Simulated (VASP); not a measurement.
# MgS in VASP: settings compared

MgS is run at these levels: r2SCAN, HSE06; tasks: single point.

Everything below comes from runs of VASP 6.6.1. Logs are shortened: lines on timing, memory, paths and dates and some standing lists are left out, and cuts for length are marked.

**1. The cell of the first run**

Symmetry: Imm2, No. 44, orthorhombic system. Conventional cell: a = 3.983 Å, b = 4.024 Å, c = 5.662 Å, α = 90.00°, β = 90.00°, γ = 90.00°. Mg (site symmetry mm2) has 4 S at 2.45 Å within 3.2 Å. S (site symmetry mm2) has 4 Mg at 2.45 Å within 3.2 Å.

**2. Single point, r2SCAN (shear xy strain -1.0%)**

File POSCAR:

```
MgS
1.0
   -0.0145790050      2.8308747665      2.8308747665
    2.8308747665     -0.0145790050      2.8308747665
    2.8162957614      2.8162957614      0.0000000000
Mg S
1 1
Direct
    0.0009471395      0.0009471395     -0.0009471395
    0.7490528605      0.7490528605      0.7509471395
```

File INCAR.step1:

```
PREC = Accurate
ENCUT = 520
ISMEAR = 0
SIGMA = 0.01
LREAL = False
LASPH = True
NELM = 60
NBANDS = 11
GGA = PE
ALGO = Normal
EDIFF = 1E-4
LWAVE = True
LCHARG = False
```

File INCAR.step2:

```
PREC = Accurate
ENCUT = 520
EDIFF = 1E-7
ISMEAR = 0
SIGMA = 0.01
LREAL = False
LASPH = True
NELM = 60
ALGO = Normal
ISIF = 2
LWAVE = False
LCHARG = False
METAGGA = R2SCAN
LMIXTAU = True
NBANDS = 11
ISTART = 1
```

File KPOINTS:

```
Automatic mesh
0
Gamma
  8 8 8
```

Potentials or basis: VASP PAW PBE potentials, release 64 (Mg, S).

Command:

```
$ cat potpaw_PBE.64/Mg/POTCAR potpaw_PBE.64/S/POTCAR > POTCAR
$ cp INCAR.step1 INCAR
$ mpirun -np 1 vasp_std > vasp.out
$ cp INCAR.step2 INCAR
$ mpirun -np 1 vasp_std > vasp.out
```

OUTCAR:

```text
PREC = Accurate
   ENCUT = 520
   EDIFF = 1E-7
   ISMEAR = 0
   LREAL = False
   LASPH = True
   NELM = 60
   ISIF = 2
   METAGGA = R2SCAN
   ISTART = 1

 ion  position               nearest neighbor table
   1  0.001  0.001  0.999-   2 2.45   2 2.45   2 2.45   2 2.45
   2  0.749  0.749  0.751-   1 2.45   1 2.45   1 2.45   1 2.45

  LATTYP: Found a body centered orthorhombic cell.
 ALAT       =     3.9828436614
 B/A-ratio  =     1.0103533196
 C/A-ratio  =     1.4215344649

  Lattice vectors:

 A1 = (   0.0145790050,  -2.8308747665,  -2.8308747665)
 A2 = (  -0.0145790051,   2.8308747664,  -2.8308747665)
 A3 = (   2.8308747665,  -0.0145790050,   2.8308747665)

Analysis of symmetry for initial positions (statically):
=====================================================================
 Subroutine PRICEL returns:
 Original cell was already a primitive cell.

 Routine SETGRP: Setting up the symmetry group for a
 body centered orthorhombic supercell.

 Subroutine GETGRP returns: Found  4 space group operations
 (whereof  4 operations were pure point group operations)
 out of a pool of  8 trial point group operations.

The static configuration has the point symmetry C_2v.

Analysis of symmetry for dynamics (positions and initial velocities):
=====================================================================
 Subroutine PRICEL returns:
 Original cell was already a primitive cell.

 Routine SETGRP: Setting up the symmetry group for a
 body centered orthorhombic supercell.

 Subroutine GETGRP returns: Found  4 space group operations
 (whereof  4 operations were pure point group operations)
 out of a pool of  8 trial point group operations.

The dynamic configuration has the point symmetry C_2v.

 Subroutine INISYM returns: Found  4 space group operations
 (whereof  4 operations are pure point group operations),
 and found     1 'primitive' translations

----------------------------------------------------------------------------------------

                                     Primitive cell

  volume of cell :      45.3712

  direct lattice vectors                    reciprocal lattice vectors
    -0.014579005  2.830874767  2.830874767    -0.175718898  0.175718898  0.176623850
     2.830874767 -0.014579005  2.830874767     0.175718898 -0.175718898  0.176623850
     2.816295761  2.816295761  0.000000000     0.177538172  0.177538172 -0.176623850

  length of vectors
     4.003488034  4.003488034  3.982843661     0.304877428  0.304877428  0.306978157

  position of ions in fractional coordinates (direct lattice)
     0.000947139  0.000947139  0.999052861
     0.749052861  0.749052861  0.750947139

  ion indices of the primitive-cell ions
   primitive index   ion index
                 1           1
                 2           2

----------------------------------------------------------------------------------------

 KPOINTS: Automatic mesh

Automatic generation of k-mesh.
 Grid dimensions read from file:
 generate k-points for:    8    8    8

 Generating k-lattice:

  Cartesian coordinates                     Fractional coordinates (reciprocal lattice)
    -0.021964862  0.021964862  0.022077981     0.125000000 -0.000000000  0.000000000
     0.021964862 -0.021964862  0.022077981    -0.000000000  0.125000000  0.000000000
     0.022192271  0.022192271 -0.022077981    -0.000000000 -0.000000000  0.125000000

  Length of vectors
     0.038109679  0.038109679  0.038372270

  Shift w.r.t. Gamma in fractional coordinates (k-lattice)
     0.000000000  0.000000000  0.000000000

 Subroutine IBZKPT returns following result:
 ===========================================

 Found     95 irreducible k-points:

 Following reciprocal coordinates:
            Coordinates               Weight
  0.000000  0.000000  0.000000      1.000000
  0.125000  0.000000  0.000000      4.000000
  0.250000  0.000000  0.000000      4.000000
  0.375000  0.000000  0.000000      4.000000
  0.500000  0.000000  0.000000      2.000000
  0.125000  0.125000  0.000000      2.000000
[... 16 lines left out ...]
  0.125000 -0.000000  0.125000      4.000000
  0.250000  0.000000  0.125000      8.000000
 [... further k-points ...]
   k-points           NKPTS =     95   k-points in BZ     NKDIM =     95   number of bands    NBANDS=     11
   number of dos      NEDOS =    301   number of ions     NIONS =      2
   total plane-waves  NPLWV =  27000
   dimension x,y,z NGX =    30 NGY =   30 NGZ =   30
   dimension x,y,z NGXF=    60 NGYF=   60 NGZF=   60
   ions per type =               1   1
   NGX,Y,Z   is equivalent  to a cutoff of  12.46, 12.46, 12.52 a.u.
   NGXF,Y,Z  is equivalent  to a cutoff of  24.92, 24.92, 25.04 a.u.
 SYSTEM =  unknown system
   PREC   = accura    normal or accurate (medium, high low for compatibility)
   ISTART =      1    job   : 0-new  1-cont  2-samecut
   ICHARG =      0    charge: 1-file 2-atom 10-const
   ISPIN  =      1    spin polarized calculation?
   LNONCOLLINEAR =      F non collinear calculations
   LSORBIT =      F    spin-orbit coupling
   LASPH  =      T    aspherical Exc in radial PAW
   ENCUT  =  520.0 eV  38.22 Ry    6.18 a.u.   7.44  7.44  7.41*2*pi/ulx,y,z
   NELM   =     60;   NELMIN=  2; NELMDL=  0     # of ELM steps
   EDIFF  = 0.1E-06   stopping-criterion for ELM
   LREAL  =      F    real-space projection
   EDIFFG = 0.1E-05   stopping-criterion for IOM
   NSW    =      0    number of steps for IOM
   IBRION =     -1    ionic relax: 0-MD 1-quasi-New 2-CG
   NFREE  =      0    steps in history (QN), initial steepest desc. (CG)
   ISIF   =      2    stress and relaxation
   ISYM   =      2    0-nonsym 1-usesym 2-fastsym
   POTIM  = 0.5000    time-step for ionic-motion
   TEBEG  =    0.0;   TEEND  =   0.0 temperature during run
   PSTRESS=    0.0 pullay stress
   NELECT =       8.0000    total number of electrons
   NUPDOWN=      -1.0000    fix difference up-down
   EMIN   =  10.00;   EMAX   =-10.00  energy-range for DOS
   EFERMI =   0.00;   METHOD = LEGACY
   ISMEAR =     0;   SIGMA  =   0.01  broadening in eV -4-tet -1-fermi 0-gaus
   EFERMI_NEDOS =   21; number of points for ismear=-14 and -15
   IALGO  =     38    algorithm
   IMIX   =      4    mixing-type and parameters
     AMIX     =   0.40;   BMIX     =  1.00
     AMIX_MAG =   1.60;   BMIX_MAG =  1.00
  volume/ion in A,a.u.               =      22.69       153.09
  Fermi-wavevector in a.u.,A,eV,Ry     =   0.918004  1.734776 11.466061  0.842732
  Thomas-Fermi vector in A             =   2.043037
   LORBIT       =      0    0 simple, 1 ext, 2 COOP (PROOUT), +10 PAW based schemes
   METAGGA = R2SCAN    functional components
   LHFCALC =     F    Hartree Fock is set to
   AEXX    =    0.0000 exact exchange contribution
   IVDW    =     0    specifies the selected vdW correction
   LEPSILON=     F    determine dielectric tensor
   LRPA    =     F    only Hartree local field effects (RPA)
 non-spin polarized calculation
 Gauss-broadening in eV      SIGMA  =   0.01
  energy-cutoff  :      520.00
  volume of cell :       45.37
 maximum number of plane-waves:      1243
 NGX is ok and might be reduce to    30
   NGX = 15   NGY = 15   NGZ = 15

 number of electron       8.0000001 magnetization

 Free energy of the ion-electron system (eV)
  ---------------------------------------------------
  ext. energy  EPLUGINS =         0.00000000
  ---------------------------------------------------
  free energy    TOTEN  =       -15.45017574 eV

  energy without entropy =      -15.45017574  energy(sigma->0) =      -15.45017574

 E-fermi :   0.8659     XC(G=0):  -8.7763

 val. band max:        0.8007043941   @ k =   0.0000   0.0000   0.0000
 cond. band min:       4.8974962891   @ k =   0.0000   0.0000   0.0000
 fundamental gap:      4.0967918950
 Fermi energy:         0.8658763153

 k-point     1 :       0.0000    0.0000    0.0000
  band No.  band energies     occupation
      1     -10.9696      2.00000
      2       0.7390      2.00000
      3       0.7691      2.00000
      4       0.8007      2.00000
      5       4.8975      0.00000
      6       9.2938      0.00000
      7       9.3648      0.00000
      8       9.4340      0.00000
      9      12.2246      0.00000
     10      12.2259      0.00000
     11      15.4678      0.00000

 k-point     2 :       0.1250    0.0000    0.0000
  band No.  band energies     occupation
      1     -10.8809      2.00000
      2       0.0932      2.00000
      3       0.7080      2.00000
      4       0.7471      2.00000
      5       5.5430      0.00000
      6       9.1442      0.00000
      7       9.5252      0.00000
      8       9.6134      0.00000
      9      11.7600      0.00000
     10      11.7832      0.00000
     11      14.7033      0.00000

 k-point     3 :       0.2500    0.0000    0.0000
  band No.  band energies     occupation
      1     -10.6520      2.00000
      2      -1.0836      2.00000
      3       0.5917      2.00000
      4       0.6253      2.00000
      5       6.4208      0.00000
      6       9.2013      0.00000
      7       9.5481      0.00000
      8       9.6121      0.00000
      9      11.8232      0.00000
     10      11.8968      0.00000
     11      13.8227      0.00000

 k-point     4 :       0.3750    0.0000    0.0000
  band No.  band energies     occupation
      1     -10.3968      2.00000
      2      -2.0291      2.00000
      3       0.4845      2.00000
      4       0.5129      2.00000
      5       6.6119      0.00000
      6       9.1626      0.00000
      7       9.2193      0.00000
      8       9.7876      0.00000
      9      13.1572      0.00000
     10      13.2612      0.00000
     11      13.8738      0.00000

 k-point     5 :       0.5000    0.0000    0.0000
  band No.  band energies     occupation
      1     -10.2815      2.00000
      2      -2.3888      2.00000
      3       0.4425      2.00000
      4       0.4688      2.00000
      5       6.5839      0.00000
      6       8.9826      0.00000
      7       9.0394      0.00000
      8      10.0324      0.00000
      9      14.5574      0.00000
     10      14.5977      0.00000
     11      14.6684      0.00000
[... 211 lines left out ...]
 k-point    21 :       0.5000    0.5000    0.0000
  band No.  band energies     occupation
      1     -10.0474      2.00000
      2      -2.0493      2.00000
      3      -0.3253      2.00000
      4      -0.2348      2.00000
      5       5.0860      0.00000
      6       7.0309      0.00000
      7      12.9040      0.00000
      8      14.0231      0.00000
      9      14.0630      0.00000
     10      15.4029      0.00000
     11      15.4073      0.00000

 k-point    22 :       0.0000    0.0000    0.1250
  band No.  band energies     occupation
      1     -10.8790      2.00000
      2       0.1303      2.00000
      3       0.6855      2.00000
      4       0.7238      2.00000
      5       5.5368      0.00000
      6       9.2236      0.00000
      7       9.4826      0.00000
      8       9.5738      0.00000
      9      11.7432      0.00000
     10      11.7645      0.00000
     11      14.6789      0.00000

 k-point    23 :       0.1250   -0.0000    0.1250
  band No.  band energies     occupation
      1     -10.8502      2.00000
      2       0.1210      2.00000
      3       0.5868      2.00000
      4       0.5885      2.00000
      5       5.7532      0.00000
      6       8.8194      0.00000
      7       9.8086      0.00000
      8       9.8096      0.00000
      9      10.7790      0.00000
     10      12.4983      0.00000
     11      15.9819      0.00000

 k-point    24 :       0.2500    0.0000    0.1250
  band No.  band energies     occupation
      1     -10.6682      2.00000
      2      -0.7665      2.00000
      3       0.4212      2.00000
      4       0.4746      2.00000
      5       6.5574      0.00000
      6       8.5738      0.00000
      7       9.5144      0.00000
      8      10.1136      0.00000
      9      10.9518      0.00000
     10      12.7011      0.00000
     11      15.0591      0.00000

 [... further k-points ...]

------------------------ aborting loop because EDIFF is reached ----------------------------------------

  FORCE on cell =-STRESS in cart. coord.  units (eV):
  Direction    XX          YY          ZZ          XY          YZ          ZX
  --------------------------------------------------------------------------------------
  -------------------------------------------------------------------------------------
  Total       -0.0781930     -0.0781930     -0.0793356      0.0956628     -0.0000000     -0.0000000
  in kB       -2.7611999     -2.7611999     -2.8015497      3.3781071     -0.0000000     -0.0000000
  external PRESSURE =      -2.7746499 kB  Pullay stress =       0.0000000 kB

 VOLUME and BASIS-vectors are now :
 -----------------------------------------------------------------------------
  energy-cutoff  :      520.00
  volume of cell :       45.37
      direct lattice vectors                 reciprocal lattice vectors
    -0.014579005  2.830874767  2.830874767    -0.175718898  0.175718898  0.176623850
     2.830874767 -0.014579005  2.830874767     0.175718898 -0.175718898  0.176623850
     2.816295761  2.816295761  0.000000000     0.177538172  0.177538172 -0.176623850

 POSITION                                       TOTAL-FORCE (eV/Angst)
 -----------------------------------------------------------------------------------
      2.81630      2.81630      0.00536         0.000000      0.000000      0.000466
      4.22444      4.22444      4.24095        -0.000000     -0.000000     -0.000466
 -----------------------------------------------------------------------------------
    total drift:                                0.000002      0.000002     -0.000703

  FREE ENERGIE OF THE ION-ELECTRON SYSTEM (eV)
  ---------------------------------------------------
  free  energy   TOTEN  =       -15.4501757411 eV

  energy  without entropy=      -15.4501757411  energy(sigma->0) =      -15.45017574
```

Run time: 1.9 min. Hardware: 1 thread of Intel Xeon 6975P-C (Granite Rapids), shared host; peak memory 0.21 GiB.

Results:

* Free energy: -15.4502 eV
* Pressure: -0.3 GPa
* Band gap on the k mesh: 4.10 eV

Levels at points of the mesh, in eV from the valence-band top:
```tsv
k point	band 2	band 3	band 4	band 5	band 6	band 7
(0.00, 0.00, 0.00)	-0.06	-0.03	0.00	4.10	8.49	8.56
(0.50, 0.00, 0.00)	-3.19	-0.36	-0.33	5.78	8.18	8.24
(0.50, 0.50, 0.00)	-2.85	-1.13	-1.04	4.29	6.23	12.10
(0.00, 0.00, 0.50)	-3.17	-0.39	-0.37	5.74	8.12	8.18
(0.50, 0.00, 0.50)	-2.85	-1.08	-1.08	4.29	6.23	12.10
```

Caveat: the cell differs from its parent crystal (shear xy strain -1.0%); the PAW data sets were made with another functional, which shifts forces and pressure a little.

(Continued in part 2 of 2.)
